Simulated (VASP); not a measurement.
Set up this calculation in VASP 6.6.1, as the native input.

```
Task                   : single point
Functional             : PBEsol
Potentials or basis    : VASP PAW PBE potentials, release 64 (O, H, F)
Cutoff                 : 520 eV
k mesh                 : 1 × 1 × 1
Occupations            : fermi-dirac, width 0.05 eV
Spin                   : no spin polarisation
Dipole correction      : no
Further INCAR settings : LREAL = Auto; ALGO = Normal; EDIFF = 1e-06; NBANDS = 66
```

The structure of H21O10F lies in POSCAR:

```
H21O10F
1.0
    6.9382320000      0.0000000000      0.0000000000
    0.0000000000      6.9382320000      0.0000000000
    0.0000000000      0.0000000000      6.9382320000
O H F
10 21 1
Direct
    0.3756720732      0.5010065965      0.7821156744
    0.8751797288      0.9649144047      0.9004599443
    0.2699967369      1.0033103534     -0.0069326019
    0.0684180062      0.1416355060      0.3690709679
    0.5304665511      0.1850471417      0.3235838755
    1.0488695103      0.4537178924      0.1230428732
    0.5794559767      0.7650652212      0.4255406853
    0.2522256390      0.9353823856      0.6474415961
    0.3636949586      0.6687150271      0.1627359823
    0.5592923385      0.1686164429      0.9200758925
    0.5013092673      0.5682571583      0.7894230115
    0.2541713797      0.5845004895      0.7947846080
    0.9358147724      1.0538996102      0.8064734647
    0.8391907333      0.8348380394      0.8408338032
    0.4028692036      1.0362582283     -0.0809428108
    0.1411454676      1.0665541308     -0.0084603686
    0.0747740923      0.2543875731      0.2907224780
   -0.0694701474      0.1408139711      0.3504206835
    0.3938899708      0.1689191137      0.3569929630
    0.5190083007      0.1659644705      0.1725223371
    0.9121055623      0.4861180773      0.1306961197
    1.1349721370      0.5555305732      0.2004833508
    0.4810303259      0.6638002304      0.2625740967
    0.5878731066      0.9223531297      0.4261027881
    0.2048072189      1.0259097707      0.5418815629
    0.3507521801      0.8603920999      0.5685454162
    0.2957237521      0.8988312873      0.0924154741
    0.3919442302      0.5744402897      0.0494362253
    0.4976916310      0.2242213867      0.8040809244
    0.6594475365      0.0704934629      0.8801233513
    0.5989854476      0.7097629483      0.5708803050
    0.6820469537      0.7235128488      0.7977248383
```

These files were run (other wordings do the same):

INCAR

```
PREC     = Accurate       # precision mode
ENCUT    = 520            # plane-wave cutoff, eV
EDIFF    = 1E-6           # SCF threshold, eV
ISMEAR   = -1             # smearing method
SIGMA    = 0.05           # smearing width, eV
LREAL    = Auto         
LASPH    = True           # aspherical terms in the spheres
NELM     = 120            # most SCF steps
ALGO     = Normal         # electronic algorithm
ISIF     = 2              # what is computed and relaxed
LWAVE    = False          # write WAVECAR
LCHARG   = False          # write CHGCAR
GGA      = PS             # functional
NBANDS   = 66             # bands
GGA_COMPAT= False
```

KPOINTS

```
regular mesh
0
Gamma
  1 1 1
```

Potentials or basis: VASP PAW PBE potentials, release 64 (O, H, F).

Launch:

```bash
$ cat potpaw_PBE.64/O/POTCAR potpaw_PBE.64/H/POTCAR potpaw_PBE.64/F/POTCAR > POTCAR
$ mpirun -np 1 vasp_gam > vasp.out
```

Results of the run:

```yaml
Pressure: -2.3 GPa
Largest_force: 3.216 eV/Å
Band_gap_on_the_k_mesh: 4.37 eV
```

Caveat: the k points lie up to 0.91 Å⁻¹ apart; the atoms stand as in a frame of molecular dynamics; the PAW data sets were made with another functional, which shifts forces and pressure a little.

Run time: 49 s on 1 thread of AMD EPYC 7R43 64-Core Processor (Zen 3), with other jobs on the host, peak memory 0.32 GiB.
